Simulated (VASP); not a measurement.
# GeMo (WC type) (P-6m2) in VASP: a series of runs

GeMo (WC type) is run at these levels: PBE; tasks: single point.

Everything below comes from runs of VASP 6.6.1. Logs are shortened: lines on timing, memory, paths and dates and some standing lists are left out, and cuts for length are marked.

### 1 The cell of the first run

Symmetry: P-6m2, No. 187, hexagonal system. Conventional cell: a = 3.046 Å, b = 3.046 Å, c = 3.642 Å, α = 90.00°, β = 90.00°, γ = 120.00°. Mo (site symmetry -6m2) has 6 Ge at 2.53 Å and 6 Mo at 3.05 Å within 3.3 Å. Within 3.3 Å of Ge (site symmetry -6m2) lie 6 Mo at 2.53 Å and 6 Ge at 3.05 Å.

### 2 Single point, PBE

File INCAR:

```
SYSTEM = GeMo
PREC = Accurate
ENCUT = 520
EDIFF = 1E-7
ISMEAR = -1
SIGMA = 0.08
LREAL = .FALSE.
LASPH = .TRUE.
NELM = 100
ALGO = Normal
ISIF = 2
LWAVE = .FALSE.
LCHARG = .FALSE.
GGA = PE
NBANDS = 21
```

File KPOINTS:

```
Automatic mesh
0
G
  13 13 12
  0 0 0
```

File POSCAR:

```
GeMo
1.0
    3.0455497161      0.0000000000      0.0000000000
   -1.5227748580      2.6375234226      0.0000000000
    0.0000000000      0.0000000000      3.6417072178
Mo Ge
1 1
Direct
    0.0000000000      0.0000000000      0.0000000000
    0.3333333333      0.6666666667      0.5000000000
```

Potentials or basis: VASP PAW PBE potentials, release 64 (Mo_sv, Ge_d).

Command:

```sh
cat potpaw_PBE.64/Mo_sv/POTCAR potpaw_PBE.64/Ge_d/POTCAR > POTCAR
mpirun -np 1 vasp_std > vasp.out
```

OUTCAR:

```text
SYSTEM = GeMo
   PREC = Accurate
   ENCUT = 520
   EDIFF = 1E-7
   ISMEAR = -1
   LREAL = .FALSE.
   LASPH = .TRUE.
   NELM = 100
   ISIF = 2
   GGA = PE

 ion  position               nearest neighbor table
   1  0.000  0.000  0.000-   2 2.53   2 2.53   2 2.53   2 2.53   2 2.53   2 2.53
   2  0.333  0.667  0.500-   1 2.53   1 2.53   1 2.53   1 2.53   1 2.53   1 2.53

  LATTYP: Found a hexagonal cell.
 ALAT       =     3.0455497161
 C/A-ratio  =     1.1957470924

  Lattice vectors:

 A1 = (   3.0455497161,   0.0000000000,   0.0000000000)
 A2 = (  -1.5227748580,   2.6375234226,   0.0000000000)
 A3 = (   0.0000000000,   0.0000000000,   3.6417072178)

Analysis of symmetry for initial positions (statically):
=====================================================================
 Subroutine PRICEL returns:
 Original cell was already a primitive cell.

 Routine SETGRP: Setting up the symmetry group for a
 hexagonal supercell.

 Subroutine GETGRP returns: Found 12 space group operations
 (whereof 12 operations were pure point group operations)
 out of a pool of 24 trial point group operations.

The static configuration has the point symmetry D_3h.

Analysis of symmetry for dynamics (positions and initial velocities):
=====================================================================
 Subroutine PRICEL returns:
 Original cell was already a primitive cell.

 Routine SETGRP: Setting up the symmetry group for a
 hexagonal supercell.

 Subroutine GETGRP returns: Found 12 space group operations
 (whereof 12 operations were pure point group operations)
 out of a pool of 24 trial point group operations.

The dynamic configuration has the point symmetry D_3h.

 Subroutine INISYM returns: Found 12 space group operations
 (whereof 12 operations are pure point group operations),
 and found     1 'primitive' translations

----------------------------------------------------------------------------------------

                                     Primitive cell

  volume of cell :      29.2528

  direct lattice vectors                    reciprocal lattice vectors
     3.045549716  0.000000000  0.000000000     0.328347948  0.189571776  0.000000000
    -1.522774858  2.637523423  0.000000000     0.000000000  0.379143552  0.000000000
     0.000000000  0.000000000  3.641707218     0.000000000  0.000000000  0.274596485

  length of vectors
     3.045549716  3.045549716  3.641707218     0.379143552  0.379143552  0.274596485

  position of ions in fractional coordinates (direct lattice)
[... 72 lines left out ...]
   ICHARG =      2    charge: 1-file 2-atom 10-const
   ISPIN  =      1    spin polarized calculation?
   LNONCOLLINEAR =      F non collinear calculations
   LSORBIT =      F    spin-orbit coupling
   LASPH  =      T    aspherical Exc in radial PAW
   ENCUT  =  520.0 eV  38.22 Ry    6.18 a.u.   5.66  5.66  6.77*2*pi/ulx,y,z
   NELM   =    100;   NELMIN=  2; NELMDL= -5     # of ELM steps
   EDIFF  = 0.1E-06   stopping-criterion for ELM
   LREAL  =      F    real-space projection
   EDIFFG = 0.1E-05   stopping-criterion for IOM
   NSW    =      0    number of steps for IOM
   IBRION =     -1    ionic relax: 0-MD 1-quasi-New 2-CG
   NFREE  =      0    steps in history (QN), initial steepest desc. (CG)
   ISIF   =      2    stress and relaxation
   ISYM   =      2    0-nonsym 1-usesym 2-fastsym
   POTIM  = 0.5000    time-step for ionic-motion
   TEBEG  =    0.0;   TEEND  =   0.0 temperature during run
   PSTRESS=    0.0 pullay stress
   NELECT =      28.0000    total number of electrons
   NUPDOWN=      -1.0000    fix difference up-down
   EMIN   =  10.00;   EMAX   =-10.00  energy-range for DOS
   EFERMI =   0.00;   METHOD = LEGACY
   ISMEAR =    -1;   SIGMA  =   0.08  broadening in eV -4-tet -1-fermi 0-gaus
   EFERMI_NEDOS =   21; number of points for ismear=-14 and -15
   IALGO  =     38    algorithm
   IMIX   =      4    mixing-type and parameters
     AMIX     =   0.40;   BMIX     =  1.00
     AMIX_MAG =   1.60;   BMIX_MAG =  1.00
  volume/ion in A,a.u.               =      14.63        98.70
  Fermi-wavevector in a.u.,A,eV,Ry     =   1.613387  3.048859 35.416195  2.603017
  Thomas-Fermi vector in A             =   2.708464
   LORBIT       =      0    0 simple, 1 ext, 2 COOP (PROOUT), +10 PAW based schemes
   GGA     = PE    functional components
[... 5 lines left out ...]
 non-spin polarized calculation
  energy-cutoff  :      520.00
  volume of cell :       29.25
 maximum number of plane-waves:       802
 NGX is ok and might be reduce to    24
   NGX = 11   NGY = 11   NGZ = 13

 number of electron      28.0000005 magnetization

 Free energy of the ion-electron system (eV)
  ---------------------------------------------------
  ext. energy  EPLUGINS =         0.00000000
  ---------------------------------------------------
  free energy    TOTEN  =       -15.39085254 eV

  energy without entropy =      -15.37228800  energy(sigma->0) =      -15.38157027

 E-fermi :  11.2363     XC(G=0): -13.1668

 val. band max:       11.2330585993   @ k =   0.4615   0.0000   0.0833
 cond. band min:      11.2385438740   @ k =   0.2308   0.0769   0.0833
 fundamental gap:      0.0054852747
 Fermi energy:        11.2362679547

 k-point     1 :       0.0000    0.0000    0.0000
  band No.  band energies     occupation
      1     -49.4773      2.00000
      2     -23.7205      2.00000
      3     -23.3165      2.00000
      4     -23.3165      2.00000
      5     -13.0684      2.00000
      6     -13.0684      2.00000
[... 565 lines left out ...]
     20      22.3680      0.00000
     21      24.5188      0.00000

 [... further k-points ...]

------------------------ aborting loop because EDIFF is reached ----------------------------------------

  FORCE on cell =-STRESS in cart. coord.  units (eV):
  Direction    XX          YY          ZZ          XY          YZ          ZX
  --------------------------------------------------------------------------------------
  -------------------------------------------------------------------------------------
  Total        3.5442795      3.5442795      3.5670374      0.0000000      0.0000000     -0.0000000
  in kB      194.1205435    194.1205435    195.3669958      0.0000000      0.0000000     -0.0000000
  external PRESSURE =     194.5360276 kB  Pullay stress =       0.0000000 kB

 VOLUME and BASIS-vectors are now :
 -----------------------------------------------------------------------------
  energy-cutoff  :      520.00
  volume of cell :       29.25
      direct lattice vectors                 reciprocal lattice vectors
     3.045549716  0.000000000  0.000000000     0.328347948  0.189571776  0.000000000
    -1.522774858  2.637523423  0.000000000     0.000000000  0.379143552  0.000000000
     0.000000000  0.000000000  3.641707218     0.000000000  0.000000000  0.274596485

 POSITION                                       TOTAL-FORCE (eV/Angst)
 -----------------------------------------------------------------------------------
      0.00000      0.00000      0.00000         0.000000     -0.000000      0.000000
     -0.00000      1.75835      1.82085        -0.000000      0.000000      0.000000
 -----------------------------------------------------------------------------------
    total drift:                               -0.000000      0.000000     -0.000000

  FREE ENERGIE OF THE ION-ELECTRON SYSTEM (eV)
  ---------------------------------------------------
  free  energy   TOTEN  =       -15.3908525396 eV

  energy  without entropy=      -15.3722880041  energy(sigma->0) =      -15.38157027
```

OSZICAR:

```text
N       E                     dE             d eps       ncg     rms          rms(c)
DAV:   1     0.223302359983E+03    0.22330E+03   -0.14312E+04  7659   0.330E+03
DAV:   2     0.291363727384E+01   -0.22039E+03   -0.21191E+03  6485   0.642E+02
DAV:   3    -0.157965342915E+02   -0.18710E+02   -0.18429E+02  7014   0.119E+02
DAV:   4    -0.161598577696E+02   -0.36332E+00   -0.36306E+00  6874   0.173E+01
DAV:   5    -0.161641765250E+02   -0.43188E-02   -0.43187E-02  7017   0.218E+00    0.178E+01
DAV:   6    -0.154672686715E+02    0.69691E+00   -0.24430E+00  6957   0.116E+01    0.396E+00
DAV:   7    -0.154087938609E+02    0.58475E-01   -0.13102E-01  7886   0.488E+00    0.258E+00
DAV:   8    -0.153914666596E+02    0.17327E-01   -0.30050E-02  8095   0.193E+00    0.254E-01
DAV:   9    -0.153908407968E+02    0.62586E-03   -0.24819E-03  7154   0.769E-01    0.901E-02
DAV:  10    -0.153908519498E+02   -0.11153E-04   -0.10947E-04  7551   0.104E-01    0.401E-02
DAV:  11    -0.153908522743E+02   -0.32451E-06   -0.24821E-05  8159   0.804E-02    0.510E-03
DAV:  12    -0.153908525142E+02   -0.23997E-06   -0.15341E-06  6929   0.118E-02    0.275E-03
DAV:  13    -0.153908525396E+02   -0.25340E-07   -0.11340E-07  4287   0.602E-03
   1 F= -.15390853E+02 E0= -.15381570E+02  d E =-.185645E-01
```

stdout:

```text
POSCAR found type information on POSCAR MoGe
 POSCAR found :  2 types and       2 ions
 scaLAPACK will be used
 LDA part: xc-table for (Slater+PW92), standard interpolation
 POSCAR, INCAR and KPOINTS ok, starting setup
 FFT: planning ... GRIDC
 FFT: planning ... GRID_SOFT
 FFT: planning ... GRID
 WAVECAR not read
 entering main loop
```

Run time: 40 s. Hardware: 1 thread of AMD EPYC 9R45 (Zen 5), shared host; peak memory 0.18 GiB.

What came out:

| Quantity | Value |
| --- | --- |
| Free energy | -15.3909 eV |
| Pressure | 19.5 GPa |
| Band gap on the k mesh | zero (bands 14 and 15 overlap by 0.84 eV) |

Stress tensor (GPa, compression positive):
```
19.41  0.00  0.00
 0.00 19.41  0.00
 0.00  0.00 19.54
```

Levels at points of the mesh, in eV from the Fermi level:
```
           k point  band 11  band 12  band 13  band 14  band 15  band 16  band 17  band 18
(0.00, 0.00, 0.00)    -3.65    -1.33    -1.33    -0.41     0.97     0.97     8.09     8.09
(0.00, 0.00, 0.50)    -6.73    -0.76    -0.76    -0.38    -0.07    -0.07     7.41     7.41
```

Caveat: the cell stands under pressure.

### 3 Single point, PBE

File INCAR:

```
PREC = Accurate
ENCUT = 520
EDIFF = 1E-6
ISMEAR = -1
SIGMA = 0.08
LREAL = F
LASPH = T
NELM = 100
ALGO = Normal
ISIF = 2
LWAVE = F
LCHARG = F
GGA = PE
NBANDS = 21
```

File KPOINTS:

```
regular mesh
0
Gamma
  13 13 12
```

File POSCAR:

```
GeMo
1.0
    3.0458407480      0.0000000000      0.0000000000
   -1.5229203740      2.6377754636      0.0000000000
    0.0000000000      0.0000000000      3.6417607895
Mo Ge
1 1
Direct
    0.0000000000      0.0000000000      0.0000000000
    0.3333333333      0.6666666667      0.5000000000
```

Potentials or basis: VASP PAW PBE potentials, release 64 (Mo_sv, Ge_d).

Command:

```sh
cat potpaw_PBE.64/Mo_sv/POTCAR potpaw_PBE.64/Ge_d/POTCAR > POTCAR
mpirun -np 1 vasp_std > vasp.out
```

Wall time 35 s (1 thread of AMD EPYC 9R45 (Zen 5), shared host); peak memory 0.18 GiB.

It converged, with:

| Item | Value |
| --- | --- |
| Free energy | -15.3916 eV |
| Pressure | 19.5 GPa |
| Band gap on the k mesh | zero (bands 14 and 15 overlap by 0.84 eV) |

Stress tensor (GPa, compression positive):
```
19.43  0.00  0.00
 0.00 19.43  0.00
 0.00  0.00 19.55
```

Levels at points of the mesh, in eV from the Fermi level:
```
           k point  band 12  band 13  band 14  band 15  band 16  band 17
(0.00, 0.00, 0.00)    -1.33    -1.33    -0.41     0.97     0.97     8.09
(0.00, 0.00, 0.50)    -0.76    -0.76    -0.38    -0.07    -0.07     7.41
```

Caveat: the cell stands under pressure.
